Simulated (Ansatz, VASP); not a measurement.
One calculation of KAlPb3, two programs

```xyz
10
Lattice="8.1991 0.0000 0.0000 -4.0996 7.1006 0.0000 0.0000 0.0000 5.5759" Properties=species:S:1:pos:R:3 pbc="T T T"
K     0.0000    4.7338    4.1819
K     4.0996    2.3669    1.3940
Al    0.0000    0.0000    2.7880
Al    0.0000    0.0000    0.0000
Pb    0.0000    2.6143    1.3940
Pb    5.9351    1.3071    4.1819
Pb    4.0996    4.4864    4.1819
Pb   -1.8355    5.7935    1.3940
Pb    1.8355    5.7935    1.3940
Pb    2.2640    1.3071    4.1819
```

Alike in both runs: functional PBE; k mesh 3 × 3 × 4; occupations gaussian, width 0.1 eV; no spin polarisation.

Ansatz relaxed the structure, and its values are those at the end. VASP's run is a single point on that final structure, the one shown.

|  | VASP | Ansatz |
| --- | --- | --- |
| version | VASP 6.6.1 | Ansatz 0.2.0 |
| potentials or method | VASP PAW PBE potentials, release 64 (K_sv, Al, Pb_d), cutoff 500 eV | scalar-relativistic, plane waves, PAW |
| valence electrons in the cell | 108 | 108 |

```csv
,VASP,Ansatz,Ansatz less VASP
gap on the k mesh at the Fermi level (eV),none,none,-
pressure (GPa),0.1,0.1,+0.02
rms of the force components (eV/Å),0.006,0.004,-0.0014
```

A gap of «none» marks a metal or a gap that the smearing closes. With one functional, cell and mesh, what is left measures potentials, basis and numerics.

Neither program's run includes spin-orbit coupling.
